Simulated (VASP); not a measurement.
# K2Zn2HF5 (a cell with a defect) in VASP: further runs

K2Zn2HF5 (a cell with a defect) is run at these levels: PBEsol, PBEsol+D4; tasks: single point.

All numbers are computed with VASP 6.6.1; they aren't measurements. Logs are shortened: lines on timing, memory, paths and dates and some standing lists are left out, and cuts for length are marked.

### Step 1. The cell of the first run

The cell holds a defect, 10 atoms: a = 8.105 Å, b = 4.052 Å, c = 4.052 Å, α = 90.00°, β = 90.00°, γ = 90.00°.

### Step 2. Single point, PBEsol

Contents of INCAR:

```
PREC = Accurate
ENCUT = 520
EDIFF = 1E-7
ISMEAR = -1
SIGMA = 0.05
LREAL = False
LASPH = True
NELM = 80
ALGO = Normal
ISIF = 2
LWAVE = False
LCHARG = True
GGA = PS
LELF = True
LVHAR = True
NBANDS = 50
NELECT = 77.0
```

Contents of KPOINTS:

```
Automatic mesh
0
Gamma
  2 2 2
  0.5 0.5 0.5
```

Contents of POSCAR:

```
K2Zn2HF5
1.0
    8.1045260000      0.0000000000      0.0000000000
    0.0000000000      4.0522630000      0.0000000000
    0.0000000000      0.0000000000      4.0522630000
K Zn F H
2 2 5 1
Direct
    0.9987590000      0.0058120000      0.0092760000
    0.5018280000      0.0031260000      0.9965730000
    0.2491030000      0.5054360000      0.5065510000
    0.7548030000      0.4951330000      0.5035780000
    0.2474780000      0.5036310000      0.0007740000
    0.7512860000      0.5052320000      0.9996990000
    0.0021790000      0.4995420000      0.4899000000
    0.2501020000      0.9943540000      0.4995130000
    0.7535260000      0.9989310000      0.4932200000
    0.4982080000      0.4970530000      0.2544660000
```

Potentials or basis: VASP PAW PBE potentials, release 64 (K_sv, Zn, F, H).

Command:

```sh
$ cat potpaw_PBE.64/K_sv/POTCAR potpaw_PBE.64/Zn/POTCAR potpaw_PBE.64/F/POTCAR potpaw_PBE.64/H/POTCAR > POTCAR
$ mpirun -np 1 vasp_std > vasp.out
```

OUTCAR:

```text
PREC = Accurate
   ENCUT = 520
   EDIFF = 1E-7
   ISMEAR = -1
   LREAL = False
   LASPH = True
   NELM = 80
   ISIF = 2
   GGA = PS
   NELECT = 77.0

 ion  position               nearest neighbor table
   1  0.999  0.006  0.009-   9 2.79   7 2.79   7 2.83   8 2.85   6 2.85   5 2.85   6 2.85
   2  0.502  0.003  0.997-  10 2.26  10 2.30   6 2.86
   3  0.249  0.505  0.507-   8 1.98   7 2.00   5 2.00   5 2.05   8 2.07
   4  0.755  0.495  0.504-   7 2.01   6 2.01   9 2.01   9 2.04   6 2.04
   5  0.247  0.504  0.001-   3 2.00   3 2.05   1 2.85
   6  0.751  0.505  1.000-   4 2.01   4 2.04   1 2.85   1 2.85   2 2.86
   7  0.002  0.500  0.490-   3 2.00   4 2.01   1 2.79   1 2.83
   8  0.250  0.994  0.500-   3 1.98   3 2.07   1 2.85
   9  0.754  0.999  0.493-   4 2.01   4 2.04   1 2.79
  10  0.498  0.497  0.254-   2 2.26   2 2.30

  LATTYP: Found a simple tetragonal cell.
 ALAT       =     4.0522630000
 C/A-ratio  =     2.0000000000

  Lattice vectors:

 A1 = (   0.0000000000,   4.0522630000,   0.0000000000)
 A2 = (   0.0000000000,   0.0000000000,   4.0522630000)
 A3 = (   8.1045260000,   0.0000000000,   0.0000000000)

Analysis of symmetry for initial positions (statically):
=====================================================================
 Subroutine PRICEL returns:
 Original cell was already a primitive cell.

 Routine SETGRP: Setting up the symmetry group for a
 simple tetragonal supercell.

 Subroutine GETGRP returns: Found  1 space group operations
 (whereof  1 operations were pure point group operations)
 out of a pool of 16 trial point group operations.

The static configuration has the point symmetry C_1 .

Analysis of symmetry for dynamics (positions and initial velocities):
=====================================================================
 Subroutine PRICEL returns:
 Original cell was already a primitive cell.

 Routine SETGRP: Setting up the symmetry group for a
 simple tetragonal supercell.

 Subroutine GETGRP returns: Found  1 space group operations
 (whereof  1 operations were pure point group operations)
 out of a pool of 16 trial point group operations.

The dynamic configuration has the point symmetry C_1 .

 Subroutine INISYM returns: Found  1 space group operations
 (whereof  1 operations are pure point group operations),
 and found     1 'primitive' translations

----------------------------------------------------------------------------------------

                                     Primitive cell

  volume of cell :     133.0831

  direct lattice vectors                    reciprocal lattice vectors
     8.104526000  0.000000000  0.000000000     0.123387845  0.000000000  0.000000000
     0.000000000  4.052263000  0.000000000     0.000000000  0.246775691  0.000000000
     0.000000000  0.000000000  4.052263000     0.000000000  0.000000000  0.246775691

  length of vectors
     8.104526000  4.052263000  4.052263000     0.123387845  0.246775691  0.246775691

  position of ions in fractional coordinates (direct lattice)
     0.998759000  0.005812000  0.009276000
     0.501828000  0.003126000  0.996573000
     0.249103000  0.505436000  0.506551000
     0.754803000  0.495133000  0.503578000
     0.247478000  0.503631000  0.000774000
     0.751286000  0.505232000  0.999699000
     0.002179000  0.499542000  0.489900000
     0.250102000  0.994354000  0.499513000
     0.753526000  0.998931000  0.493220000
     0.498208000  0.497053000  0.254466000

  ion indices of the primitive-cell ions
   primitive index   ion index
                 1           1
                 2           2
                 3           3
                 4           4
                 5           5
                 6           6
                 7           7
                 8           8
                 9           9
                10          10

----------------------------------------------------------------------------------------

 KPOINTS: Automatic mesh

Automatic generation of k-mesh.
 Grid dimensions read from file:
 generate k-points for:    2    2    2

 Generating k-lattice:

  Cartesian coordinates                     Fractional coordinates (reciprocal lattice)
     0.061693923  0.000000000  0.000000000     0.500000000  0.000000000  0.000000000
     0.000000000  0.123387845  0.000000000     0.000000000  0.500000000  0.000000000
     0.000000000  0.000000000  0.123387845     0.000000000  0.000000000  0.500000000

  Length of vectors
     0.061693923  0.123387845  0.123387845

  Shift w.r.t. Gamma in fractional coordinates (k-lattice)
     0.500000000  0.500000000  0.500000000

 Subroutine IBZKPT returns following result:
 ===========================================

 Found      4 irreducible k-points:

 Following reciprocal coordinates:
            Coordinates               Weight
  0.250000  0.250000  0.250000      2.000000
  0.250000 -0.250000  0.250000      2.000000
  0.250000 -0.250000 -0.250000      2.000000
  0.250000  0.250000 -0.250000      2.000000
   k-points           NKPTS =      4   k-points in BZ     NKDIM =      4   number of bands    NBANDS=     50
   number of dos      NEDOS =    301   number of ions     NIONS =     10
   total plane-waves  NPLWV =  54000
   dimension x,y,z NGX =    60 NGY =   30 NGZ =   30
   dimension x,y,z NGXF=   120 NGYF=   60 NGZF=   60
   ions per type =               2   2   5   1
   NGX,Y,Z   is equivalent  to a cutoff of  12.31, 12.31, 12.31 a.u.
   NGXF,Y,Z  is equivalent  to a cutoff of  24.62, 24.62, 24.62 a.u.
 SYSTEM =  unknown system
   PREC   = accura    normal or accurate (medium, high low for compatibility)
   ISTART =      0    job   : 0-new  1-cont  2-samecut
   ICHARG =      2    charge: 1-file 2-atom 10-const
   ISPIN  =      1    spin polarized calculation?
   LNONCOLLINEAR =      F non collinear calculations
   LSORBIT =      F    spin-orbit coupling
   LASPH  =      T    aspherical Exc in radial PAW
   ENCUT  =  520.0 eV  38.22 Ry    6.18 a.u.  15.07  7.53  7.53*2*pi/ulx,y,z
   NELM   =     80;   NELMIN=  2; NELMDL= -5     # of ELM steps
   EDIFF  = 0.1E-06   stopping-criterion for ELM
   LREAL  =      F    real-space projection
   EDIFFG = 0.1E-05   stopping-criterion for IOM
   NSW    =      0    number of steps for IOM
   IBRION =     -1    ionic relax: 0-MD 1-quasi-New 2-CG
   NFREE  =      0    steps in history (QN), initial steepest desc. (CG)
   ISIF   =      2    stress and relaxation
   ISYM   =      2    0-nonsym 1-usesym 2-fastsym
   POTIM  = 0.5000    time-step for ionic-motion
   TEBEG  =    0.0;   TEEND  =   0.0 temperature during run
   PSTRESS=    0.0 pullay stress
   NELECT =      77.0000    total number of electrons
   NUPDOWN=      -1.0000    fix difference up-down
   EMIN   =  10.00;   EMAX   =-10.00  energy-range for DOS
   EFERMI =   0.00;   METHOD = LEGACY
   ISMEAR =    -1;   SIGMA  =   0.05  broadening in eV -4-tet -1-fermi 0-gaus
   EFERMI_NEDOS =   21; number of points for ismear=-14 and -15
   IALGO  =     38    algorithm
   IMIX   =      4    mixing-type and parameters
     AMIX     =   0.40;   BMIX     =  1.00
     AMIX_MAG =   1.60;   BMIX_MAG =  1.00
  volume/ion in A,a.u.               =      13.31        89.81
  Fermi-wavevector in a.u.,A,eV,Ry     =   1.364156  2.577882 25.319385  1.860922
  Thomas-Fermi vector in A             =   2.490497
   LORBIT       =      0    0 simple, 1 ext, 2 COOP (PROOUT), +10 PAW based schemes
   GGA     = PS    functional components
   LHFCALC =     F    Hartree Fock is set to
   AEXX    =    0.0000 exact exchange contribution
   IVDW    =     0    specifies the selected vdW correction
   LEPSILON=     F    determine dielectric tensor
   LRPA    =     F    only Hartree local field effects (RPA)
 non-spin polarized calculation
  energy-cutoff  :      520.00
  volume of cell :      133.08
 maximum number of plane-waves:      3590
 NGX is ok and might be reduce to    60
   NGX = 31   NGY = 15   NGZ = 15

 number of electron      76.9999982 magnetization

 Free energy of the ion-electron system (eV)
  ---------------------------------------------------
  ext. energy  EPLUGINS =         0.00000000
  ---------------------------------------------------
  free energy    TOTEN  =       -37.82996081 eV

  energy without entropy =      -37.76066762  energy(sigma->0) =      -37.79531421

 E-fermi :  -1.3324     XC(G=0):  -9.7796

 val. band max:       -1.3324930475   @ k =   0.2500   0.2500  -0.2500
 cond. band min:      -1.3319030276   @ k =   0.2500  -0.2500  -0.2500
 fundamental gap:      0.0005900199
 Fermi energy:        -1.3323546657

 k-point     1 :       0.2500    0.2500    0.2500
  band No.  band energies     occupation
      1     -28.1832      2.00000
      2     -26.9434      2.00000
      3     -22.5646      2.00000
      4     -22.5219      2.00000
      5     -22.1989      2.00000
      6     -22.1581      2.00000
[... 42 lines left out ...]
     49      10.0303      0.00000
     50      10.2808      0.00000

 k-point     2 :       0.2500   -0.2500    0.2500
  band No.  band energies     occupation
      1     -28.1832      2.00000
      2     -26.9434      2.00000
      3     -22.5646      2.00000
      4     -22.5219      2.00000
      5     -22.1989      2.00000
      6     -22.1581      2.00000
[... 42 lines left out ...]
     49      10.0330      0.00000
     50      10.2651      0.00000

 k-point     3 :       0.2500   -0.2500   -0.2500
  band No.  band energies     occupation
      1     -28.1832      2.00000
      2     -26.9434      2.00000
      3     -22.5645      2.00000
      4     -22.5220      2.00000
      5     -22.1989      2.00000
      6     -22.1581      2.00000
[... 42 lines left out ...]
     49      10.0283      0.00000
     50      10.2842      0.00000

 k-point     4 :       0.2500    0.2500   -0.2500
  band No.  band energies     occupation
      1     -28.1832      2.00000
      2     -26.9434      2.00000
      3     -22.5646      2.00000
      4     -22.5220      2.00000
      5     -22.1989      2.00000
      6     -22.1581      2.00000
[... 42 lines left out ...]
     49      10.0182      0.00000
     50      10.2651      0.00000

------------------------ aborting loop because EDIFF is reached ----------------------------------------

  FORCE on cell =-STRESS in cart. coord.  units (eV):
  Direction    XX          YY          ZZ          XY          YZ          ZX
  --------------------------------------------------------------------------------------
  -------------------------------------------------------------------------------------
  Total       -8.6072564     -4.4972270     -5.8039304      0.0342747      0.0826076      0.0177341
  in kB     -103.6221151    -54.1417791    -69.8730837      0.4126301      0.9945063      0.2134995
  external PRESSURE =     -75.8789926 kB  Pullay stress =       0.0000000 kB

 VOLUME and BASIS-vectors are now :
 -----------------------------------------------------------------------------
  energy-cutoff  :      520.00
  volume of cell :      133.08
      direct lattice vectors                 reciprocal lattice vectors
     8.104526000  0.000000000  0.000000000     0.123387845  0.000000000  0.000000000
     0.000000000  4.052263000  0.000000000     0.000000000  0.246775691  0.000000000
     0.000000000  0.000000000  4.052263000     0.000000000  0.000000000  0.246775691

 POSITION                                       TOTAL-FORCE (eV/Angst)
 -----------------------------------------------------------------------------------
      8.09447      0.02355      0.03759         0.068112     -0.043569     -0.061718
      4.06708      0.01267      4.03838        -0.010174     -0.090917     -0.454808
      2.01886      2.04816      2.05268        -0.620162     -0.280676     -0.359813
      6.11732      2.00641      2.04063         0.662972      0.125333     -0.268236
      2.00569      2.04085      0.00314         0.676447     -0.064731     -0.066137
      6.08882      2.04733      4.05104        -0.644122     -0.036790     -0.129814
      0.01766      2.02428      1.98520        -0.060280     -0.017429      0.130716
      2.02696      4.02938      2.02416         0.606244      0.369138      0.053250
      6.10697      4.04793      1.99866        -0.613046     -0.034573      0.094769
      4.03774      2.01419      1.03116        -0.065992      0.074214      1.061791
 -----------------------------------------------------------------------------------
    total drift:                                0.002630      0.001042     -0.003087

  FREE ENERGIE OF THE ION-ELECTRON SYSTEM (eV)
  ---------------------------------------------------
  free  energy   TOTEN  =       -37.8299608067 eV

  energy  without entropy=      -37.7606676225  energy(sigma->0) =      -37.79531421
```

Wall time 49 s (1 thread of Intel Xeon Platinum 8559C (Emerald Rapids), shared host); peak memory 0.23 GiB.

Results:

```yaml
Free_energy: -37.8300 eV
Largest_force: 1.066 eV/Å
```

Forces on the atoms (eV/Å):
```
K    0.068 -0.044 -0.062
K   -0.010 -0.091 -0.455
Zn  -0.620 -0.281 -0.360
Zn   0.663  0.125 -0.268
F    0.676 -0.065 -0.066
F   -0.644 -0.037 -0.130
F   -0.060 -0.017  0.131
F    0.606  0.369  0.053
F   -0.613 -0.035  0.095
H   -0.066  0.074  1.062
```

Levels at points of the mesh, in eV from the Fermi level:
| k point | band 34 | band 35 | band 36 | band 37 | band 38 | band 39 | band 40 | band 41 | band 42 | band 43 |
| --- | --- | --- | --- | --- | --- | --- | --- | --- | --- | --- |
| (0.25, 0.25, 0.25) | -1.49 | -1.43 | -1.28 | -1.18 | -1.05 | 0.00 | 5.23 | 5.59 | 7.93 | 8.65 |

Caveat: the k points lie up to 0.78 Å⁻¹ apart, too coarse for converged energies and pressures of a metal; the cell carries a net charge on a neutralising background, which shifts energy and pressure; the cell is charged against a uniform background, so pressure and absolute levels hang on convention; the PAW data sets were made with another functional, which shifts forces and pressure a little; an odd number of electrons without spin polarisation forces a metal; a magnetic or distorted state may lie lower.

[end of part 1 of 2]
